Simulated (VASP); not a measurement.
# TiNb2Te4 (R-3m) in VASP: further runs

The runs below take TiNb2Te4 through single point, relaxation of cell and atoms, with PBE.

All numbers are computed with VASP 6.6.1; they aren't measurements. Logs are shortened: lines on timing, memory, paths and dates and some standing lists are left out, and cuts for length are marked.

## 1. The cell of the first run

Symmetry: R-3m, No. 166, trigonal system. The conventional cell has a = 8.711 Å, b = 8.711 Å, c = 10.530 Å, α = 90.00°, β = 90.00°, γ = 120.00°. Ti (site symmetry -3m) has 2 Nb at 2.62 Å and 6 Te at 3.07 Å within 3.5 Å. Within 3.5 Å of Nb (site symmetry 3m) lie 1 Ti at 2.62 Å and 4 Te at 2.65 to 2.66 Å. Within 3.5 Å of Te (site symmetry 2/m) lie 2 Nb at 2.66 Å and 2 Ti at 3.07 Å. Within 3.5 Å of Te (site symmetry -3m) lie 2 Nb at 2.65 Å.

The cell was built from a structure type or drawn by symmetry, and may not be a known phase.

## 2. Single point, PBE

The input, INCAR:

```
ALGO = Normal
EDIFF = 1E-6
ENCUT = 520
GGA = PE
ISIF = 2
ISMEAR = 0
LASPH = True
LCHARG = False
LREAL = False
LWAVE = False
NBANDS = 40
NELM = 80
PREC = Accurate
SIGMA = 0.2
```

The input, KPOINTS:

```
k-points
0
Gamma
  3 3 3
```

The input, POSCAR:

```
TiNb2Te4
1.0
    4.3556024240      2.5147082320      3.5101194210
   -4.3556024240      2.5147082320      3.5101194210
    0.0000000000     -5.0294164639      3.5101194210
Ti Nb Te
1 2 4
Direct
    0.0000000000      0.0000000000      0.0000000000
    0.7515155285      0.7515155285      0.7515155285
    0.2484844715      0.2484844715      0.2484844715
    0.0000000000      0.0000000000      0.5000000000
    0.5000000000      0.0000000000      0.0000000000
    0.0000000000      0.5000000000      0.0000000000
    0.5000000000      0.5000000000      0.5000000000
```

Potentials or basis: VASP PAW PBE potentials, release 64 (Ti_sv, Nb_sv, Te).

Started as:

```console
$ cat potpaw_PBE.64/Ti_sv/POTCAR potpaw_PBE.64/Nb_sv/POTCAR potpaw_PBE.64/Te/POTCAR > POTCAR
$ mpirun -np 1 vasp_std > vasp.out
```

OUTCAR:

```text
EDIFF = 1E-6
   ENCUT = 520
   GGA = PE
   ISIF = 2
   ISMEAR = 0
   LASPH = True
   LREAL = False
   NELM = 80
   PREC = Accurate

 ion  position               nearest neighbor table
   1  0.000  0.000  0.000-   2 2.62   3 2.62   4 3.07   4 3.07   6 3.07   5 3.07   6 3.07   5 3.07

   2  0.752  0.752  0.752-   1 2.62   7 2.65   6 2.66   5 2.66   4 2.66
   3  0.248  0.248  0.248-   1 2.62   7 2.65   6 2.66   5 2.66   4 2.66
   4  0.000  0.000  0.500-   2 2.66   3 2.66   1 3.07   1 3.07
   5  0.500  0.000  0.000-   2 2.66   3 2.66   1 3.07   1 3.07
   6  0.000  0.500  0.000-   2 2.66   3 2.66   1 3.07   1 3.07
   7  0.500  0.500  0.500-   2 2.65   3 2.65

  LATTYP: Found a trigonal (rhomboedric) cell.
 ALAT       =     6.1331858212
 COS(alpha) =    -0.0086818617

  Lattice vectors:

 A1 = (   4.3556024240,   2.5147082320,   3.5101194210)
 A2 = (  -4.3556024240,   2.5147082320,   3.5101194210)
 A3 = (   0.0000000000,  -5.0294164639,   3.5101194210)

Analysis of symmetry for initial positions (statically):
=====================================================================
 Subroutine PRICEL returns:
 Original cell was already a primitive cell.

 Routine SETGRP: Setting up the symmetry group for a
 trigonal (rhombohedral) supercell.

 Subroutine GETGRP returns: Found 12 space group operations
 (whereof 12 operations were pure point group operations)
 out of a pool of 12 trial point group operations.

The static configuration has the point symmetry D_3d.

Analysis of symmetry for dynamics (positions and initial velocities):
=====================================================================
 Subroutine PRICEL returns:
 Original cell was already a primitive cell.

 Routine SETGRP: Setting up the symmetry group for a
 trigonal (rhombohedral) supercell.

 Subroutine GETGRP returns: Found 12 space group operations
 (whereof 12 operations were pure point group operations)
 out of a pool of 12 trial point group operations.

The dynamic configuration has the point symmetry D_3d.

 Subroutine INISYM returns: Found 12 space group operations
 (whereof 12 operations are pure point group operations),
 and found     1 'primitive' translations

----------------------------------------------------------------------------------------

                                     Primitive cell

  volume of cell :     230.6795

  direct lattice vectors                    reciprocal lattice vectors
     4.355602424  2.514708232  3.510119421     0.114794683  0.066276741  0.094963531
    -4.355602424  2.514708232  3.510119421    -0.114794683  0.066276741  0.094963531
     0.000000000 -5.029416464  3.510119421     0.000000000 -0.132553482  0.094963531

  length of vectors
     6.133185821  6.133185821  6.133185821     0.163059798  0.163059798  0.163059798

  position of ions in fractional coordinates (direct lattice)
     0.000000000  0.000000000  0.000000000
     0.751515529  0.751515529  0.751515529
     0.248484471  0.248484471  0.248484471
     1.000000000  1.000000000  0.500000000
     0.500000000  1.000000000  0.000000000
     1.000000000  0.500000000  0.000000000
     0.500000000  0.500000000  0.500000000

  ion indices of the primitive-cell ions
   primitive index   ion index
                 1           1
                 2           2
                 3           3
                 4           4
                 5           5
                 6           6
                 7           7

----------------------------------------------------------------------------------------

 KPOINTS: k-points

Automatic generation of k-mesh.
 Grid dimensions read from file:
 generate k-points for:    3    3    3

 Generating k-lattice:

  Cartesian coordinates                     Fractional coordinates (reciprocal lattice)
     0.038264894  0.022092247  0.031654510     0.333333333  0.000000000 -0.000000000
    -0.038264894  0.022092247  0.031654510     0.000000000  0.333333333 -0.000000000
     0.000000000 -0.044184494  0.031654510     0.000000000  0.000000000  0.333333333

  Length of vectors
     0.054353266  0.054353266  0.054353266

  Shift w.r.t. Gamma in fractional coordinates (k-lattice)
     0.000000000  0.000000000  0.000000000

 Subroutine IBZKPT returns following result:
 ===========================================

 Found      6 irreducible k-points:

 Following reciprocal coordinates:
            Coordinates               Weight
  0.000000  0.000000  0.000000      1.000000
  0.333333  0.000000 -0.000000      6.000000
  0.333333  0.333333 -0.000000      6.000000
 -0.333333  0.333333  0.000000      6.000000
  0.333333  0.333333  0.333333      2.000000
 -0.333333  0.333333  0.333333      6.000000
   k-points           NKPTS =      6   k-points in BZ     NKDIM =      6   number of bands    NBANDS=     40
   number of dos      NEDOS =    301   number of ions     NIONS =      7
   total plane-waves  NPLWV = 110592
   dimension x,y,z NGX =    48 NGY =   48 NGZ =   48
   dimension x,y,z NGXF=    96 NGYF=   96 NGZF=   96
   ions per type =               1   2   4
   NGX,Y,Z   is equivalent  to a cutoff of  13.01, 13.01, 13.01 a.u.
   NGXF,Y,Z  is equivalent  to a cutoff of  26.02, 26.02, 26.02 a.u.
 SYSTEM =  unknown system
   PREC   = accura    normal or accurate (medium, high low for compatibility)
   ISTART =      0    job   : 0-new  1-cont  2-samecut
   ICHARG =      2    charge: 1-file 2-atom 10-const
   ISPIN  =      1    spin polarized calculation?
   LNONCOLLINEAR =      F non collinear calculations
   LSORBIT =      F    spin-orbit coupling
   LASPH  =      T    aspherical Exc in radial PAW
   ENCUT  =  520.0 eV  38.22 Ry    6.18 a.u.  11.40 11.40 11.40*2*pi/ulx,y,z
   NELM   =     80;   NELMIN=  2; NELMDL= -5     # of ELM steps
   EDIFF  = 0.1E-05   stopping-criterion for ELM
   LREAL  =      F    real-space projection
   EDIFFG = 0.1E-04   stopping-criterion for IOM
   NSW    =      0    number of steps for IOM
   IBRION =     -1    ionic relax: 0-MD 1-quasi-New 2-CG
   NFREE  =      0    steps in history (QN), initial steepest desc. (CG)
   ISIF   =      2    stress and relaxation
   ISYM   =      2    0-nonsym 1-usesym 2-fastsym
   POTIM  = 0.5000    time-step for ionic-motion
   TEBEG  =    0.0;   TEEND  =   0.0 temperature during run
   PSTRESS=    0.0 pullay stress
   NELECT =      62.0000    total number of electrons
   NUPDOWN=      -1.0000    fix difference up-down
   EMIN   =  10.00;   EMAX   =-10.00  energy-range for DOS
   EFERMI =   0.00;   METHOD = LEGACY
   ISMEAR =     0;   SIGMA  =   0.20  broadening in eV -4-tet -1-fermi 0-gaus
   EFERMI_NEDOS =   21; number of points for ismear=-14 and -15
   IALGO  =     38    algorithm
   IMIX   =      4    mixing-type and parameters
     AMIX     =   0.40;   BMIX     =  1.00
     AMIX_MAG =   1.60;   BMIX_MAG =  1.00
  volume/ion in A,a.u.               =      32.95       222.39
  Fermi-wavevector in a.u.,A,eV,Ry     =   1.056499  1.996494 15.186687  1.116190
  Thomas-Fermi vector in A             =   2.191737
   LORBIT       =      0    0 simple, 1 ext, 2 COOP (PROOUT), +10 PAW based schemes
   GGA     = PE    functional components
   LHFCALC =     F    Hartree Fock is set to
   AEXX    =    0.0000 exact exchange contribution
   IVDW    =     0    specifies the selected vdW correction
   LEPSILON=     F    determine dielectric tensor
   LRPA    =     F    only Hartree local field effects (RPA)
 non-spin polarized calculation
 Gauss-broadening in eV      SIGMA  =   0.20
  energy-cutoff  :      520.00
  volume of cell :      230.68
 maximum number of plane-waves:      6225
 NGX is ok and might be reduce to    48
   NGX = 23   NGY = 23   NGZ = 23

 number of electron      62.0000006 magnetization

 Free energy of the ion-electron system (eV)
  ---------------------------------------------------
  ext. energy  EPLUGINS =         0.00000000
  ---------------------------------------------------
  free energy    TOTEN  =       -40.29456086 eV

  energy without entropy =      -40.20341003  energy(sigma->0) =      -40.24898544

 E-fermi :   5.1786     XC(G=0):  -8.9035

 val. band max:        5.0010221240   @ k =  -0.3333   0.3333   0.0000
 cond. band min:       5.1925015149   @ k =   0.3333   0.0000  -0.0000
 fundamental gap:      0.1914793909
 Fermi energy:         5.1785684050

 k-point     1 :       0.0000    0.0000    0.0000
  band No.  band energies     occupation
      1     -52.1500      2.00000
      2     -50.1268      2.00000
      3     -50.1231      2.00000
      4     -28.5813      2.00000
      5     -28.5813      2.00000
      6     -28.2310      2.00000
[... 32 lines left out ...]
     39       6.8550      0.00000
     40       6.8550      0.00000

 k-point     2 :       0.3333    0.0000   -0.0000
  band No.  band energies     occupation
      1     -52.1500      2.00000
      2     -50.1264      2.00000
      3     -50.1234      2.00000
      4     -28.5813      2.00000
      5     -28.5812      2.00000
      6     -28.2309      2.00000
[... 32 lines left out ...]
     39       7.0396      0.00000
     40       7.1423      0.00000

 k-point     3 :       0.3333    0.3333   -0.0000
  band No.  band energies     occupation
      1     -52.1500      2.00000
      2     -50.1262      2.00000
      3     -50.1236      2.00000
      4     -28.5812      2.00000
      5     -28.5812      2.00000
      6     -28.2308      2.00000
[... 32 lines left out ...]
     39       7.0818      0.00000
     40       7.4294      0.00000

 k-point     4 :      -0.3333    0.3333    0.0000
  band No.  band energies     occupation
      1     -52.1500      2.00000
      2     -50.1264      2.00000
      3     -50.1235      2.00000
      4     -28.5812      2.00000
      5     -28.5812      2.00000
      6     -28.2309      2.00000
[... 32 lines left out ...]
     39       6.8920      0.00000
     40       6.9046      0.00000

 k-point     5 :       0.3333    0.3333    0.3333
  band No.  band energies     occupation
      1     -52.1500      2.00000
      2     -50.1263      2.00000
      3     -50.1236      2.00000
      4     -28.5812      2.00000
      5     -28.5812      2.00000
      6     -28.2308      2.00000
[... 32 lines left out ...]
     39       7.2342      0.00000
     40       7.2342      0.00000

 k-point     6 :      -0.3333    0.3333    0.3333
  band No.  band energies     occupation
      1     -52.1500      2.00000
      2     -50.1261      2.00000
      3     -50.1238      2.00000
      4     -28.5812      2.00000
      5     -28.5812      2.00000
      6     -28.2307      2.00000
[... 32 lines left out ...]
     39       7.3219      0.00000
     40       7.3516      0.00000

------------------------ aborting loop because EDIFF is reached ----------------------------------------

  FORCE on cell =-STRESS in cart. coord.  units (eV):
  Direction    XX          YY          ZZ          XY          YZ          ZX
  --------------------------------------------------------------------------------------
  -------------------------------------------------------------------------------------
  Total       -0.5902556     -0.5902556     -0.4277441      0.0000000     -0.0000000      0.0000000
  in kB       -4.0996025     -4.0996025     -2.9708833      0.0000000     -0.0000000      0.0000000
  external PRESSURE =      -3.7233627 kB  Pullay stress =       0.0000000 kB

 VOLUME and BASIS-vectors are now :
 -----------------------------------------------------------------------------
  energy-cutoff  :      520.00
  volume of cell :      230.68
      direct lattice vectors                 reciprocal lattice vectors
     4.355602424  2.514708232  3.510119421     0.114794683  0.066276741  0.094963531
    -4.355602424  2.514708232  3.510119421    -0.114794683  0.066276741  0.094963531
     0.000000000 -5.029416464  3.510119421     0.000000000 -0.132553482  0.094963531

 POSITION                                       TOTAL-FORCE (eV/Angst)
 -----------------------------------------------------------------------------------
      0.00000      0.00000      0.00000         0.000000      0.000000     -0.000000
      0.00000      0.00000      7.91373         0.000000      0.000000      0.008438
      0.00000      0.00000      2.61663         0.000000     -0.000000     -0.008438
      0.00000     -2.51471      1.75506         0.000000      0.000000     -0.000000
      2.17780      1.25735      1.75506         0.000000      0.000000     -0.000000
     -2.17780      1.25735      1.75506         0.000000      0.000000     -0.000000
      0.00000      0.00000      5.26518        -0.000000     -0.000000     -0.000000
 -----------------------------------------------------------------------------------
    total drift:                                0.000000     -0.000000      0.000000

  FREE ENERGIE OF THE ION-ELECTRON SYSTEM (eV)
  ---------------------------------------------------
  free  energy   TOTEN  =       -40.2945608577 eV

  energy  without entropy=      -40.2034100285  energy(sigma->0) =      -40.24898544
```

It took 1.9 min on 1 thread of Intel Xeon Platinum 8488C (Sapphire Rapids), shared host; peak memory 0.34 GiB.

What came out:

- Free energy: -40.2946 eV
- Pressure: -0.4 GPa
- Largest force: 0.008 eV/Å
- Band gap on the k mesh: zero (bands 31 and 32 overlap by 0.33 eV)

Forces in eV/Å, atoms in the order of the input:
```
Ti   0.000  0.000  0.000
Nb   0.000  0.000  0.008
Nb   0.000  0.000 -0.008
Te   0.000  0.000  0.000
Te   0.000  0.000  0.000
Te   0.000  0.000  0.000
Te   0.000  0.000  0.000
```

Caveat: spin-orbit coupling is left out, which moves the levels of the heavy elements.

## 3. Relaxation of cell and atoms, PBE

This run uses another cell than the first one, of 27.49 Å³/atom.

The input, INCAR:

```
  PREC = Accurate
  ENCUT = 600
  EDIFF = 1E-6
  ISMEAR = 0
  SIGMA = 0.2
  LREAL = False
  LASPH = True
  NELM = 60
  ALGO = Normal
  ISIF = 3
  LWAVE = False
  LCHARG = False
  GGA = PE
  IBRION = 2
  NSW = 36
  EDIFFG = -0.08
```

The input, KPOINTS:

```
Automatic mesh
0
Gamma
  3 3 3
```

The input, POSCAR:

```
TiNb2Te4
1.0
    3.4863153400      2.0128251000      4.5696302700
   -3.4863153400      2.0128251000      4.5696302700
    0.0000000000     -4.0256502000      4.5696302700
Ti Nb Te
1 2 4
Direct
    0.0000000000      0.0000000000      0.0000000000
    0.7169980000      0.7169980000      0.7169980000
    0.2830020000      0.2830020000      0.2830020000
    0.0000000000      0.0000000000      0.5000000000
    0.5000000000      0.0000000000      0.0000000000
    0.0000000000      0.5000000000      0.0000000000
    0.5000000000      0.5000000000      0.5000000000
```

Potentials or basis: VASP PAW PBE potentials, release 64 (Ti_sv, Nb_sv, Te).

Started as:

```console
$ cat potpaw_PBE.64/Ti_sv/POTCAR potpaw_PBE.64/Nb_sv/POTCAR potpaw_PBE.64/Te/POTCAR > POTCAR
$ mpirun -np 1 vasp_std > vasp.out
```

Wall time 34 min (1 thread of Intel Xeon Platinum 8488C (Sapphire Rapids), shared host); peak memory 0.4 GiB.

The run converged. Its results:

```
Free energy                           : -40.2732 eV
Relaxed volume                        : 32.62 Å³/atom
Relaxed cell                          : a = 6.112 Å, b = 6.112 Å, c = 6.112 Å, α = 90.38°, β = 90.38°, γ = 90.38°
Space group after relaxing (to 0.1 Å) : R-3m (No. 166)
Energy gained by relaxing             : 477.8 meV/atom
Ionic steps                           : 23
Pressure after relaxing               : 0.1 GPa
Largest force after relaxing          : 0.030 eV/Å
Band gap on the k mesh                : zero (bands 31 and 32 overlap by 0.34 eV)
```

Forces in eV/Å, atoms in the order of the input:
```
Ti   0.000  0.000  0.000
Nb   0.000  0.000 -0.030
Nb   0.000  0.000  0.030
Te   0.000  0.000  0.000
Te   0.000  0.000  0.000
Te   0.000  0.000  0.000
Te   0.000  0.000  0.000
```

Stress tensor (GPa, compression positive):
```
0.08 0.00 0.00
0.00 0.08 0.00
0.00 0.00 0.22
```

The path:
| step | energy change (eV) | largest force (eV/Å) | pressure (GPa) | volume (Å³) |
| --- | --- | --- | --- | --- |
| 1 | 0.0000 | 2.4525 | 1.30 | 192.40 |
| 2 | -1.3323 | 0.1757 | -0.75 | 197.88 |
| 3 | -1.5174 | 1.8066 | 0.07 | 200.13 |
| 4 | -1.5246 | 1.3035 | -0.21 | 199.69 |
| 5 | -1.7907 | 1.6348 | 1.99 | 199.25 |
| 6 | -1.9261 | 3.3241 | 7.97 | 196.68 |
| 7 | -1.9602 | 3.3125 | 7.95 | 197.08 |
| 8 | -2.0574 | 3.2794 | 7.93 | 198.26 |
| 9 | -2.2265 | 3.2265 | 7.88 | 200.52 |
| 10 | -2.4451 | 3.1844 | 7.87 | 204.63 |
| 11 | -1.8122 | 2.2721 | 9.22 | 211.06 |
| 12 | -2.3928 | 3.4457 | 8.08 | 206.36 |
| 13 | -2.7014 | 2.6659 | 6.32 | 210.09 |
| 14 | -3.2359 | 0.9365 | 2.10 | 221.56 |
| 15 | -3.1089 | 0.6939 | -3.00 | 245.73 |
| 16 | -3.3312 | 0.0641 | -0.65 | 232.31 |
| 17 | -3.3364 | 0.0675 | -0.23 | 230.43 |
| 18 | -3.3365 | 0.1037 | -0.11 | 229.93 |
| 19 | -3.3387 | 0.0817 | -0.05 | 229.58 |
| 20 | -3.3429 | 0.0124 | 0.14 | 228.54 |
| 21 | -3.3396 | 0.1342 | 0.55 | 226.44 |
| 22 | -3.3436 | 0.0296 | 0.25 | 227.93 |
| 23 | -3.3443 | 0.0302 | 0.13 | 228.34 |

Final structure:
```
Ti Nb Te
1.0
     4.33628    2.50355    3.50554
    -4.33628    2.50355    3.50554
     0.00000   -5.00711    3.50554
Ti Nb Te
1 2 4
Cartesian
  0.0000 0.0000 0.0000
  0.0000 0.0000 7.8999
  0.0000 0.0000 2.6168
  0.0000 -2.5036 1.7528
  2.1681 1.2518 1.7528
  -2.1681 1.2518 1.7528
  0.0000 0.0000 5.2583
```

Levels at points of the mesh, in eV from the Fermi level:
| k point | band 28 | band 29 | band 30 | band 31 | band 32 | band 33 | band 34 | band 35 |
| --- | --- | --- | --- | --- | --- | --- | --- | --- |
| (0.00, 0.00, 0.00) | -1.34 | -1.34 | -1.26 | -1.26 | -0.25 | -0.25 | 0.42 | 0.42 |

Caveat: the k points lie up to 0.34 Å⁻¹ apart in the final cell; the volume moved by over 15 % at a fixed basis, so the end points are rough; spin-orbit coupling is left out, which moves the levels of the heavy elements.
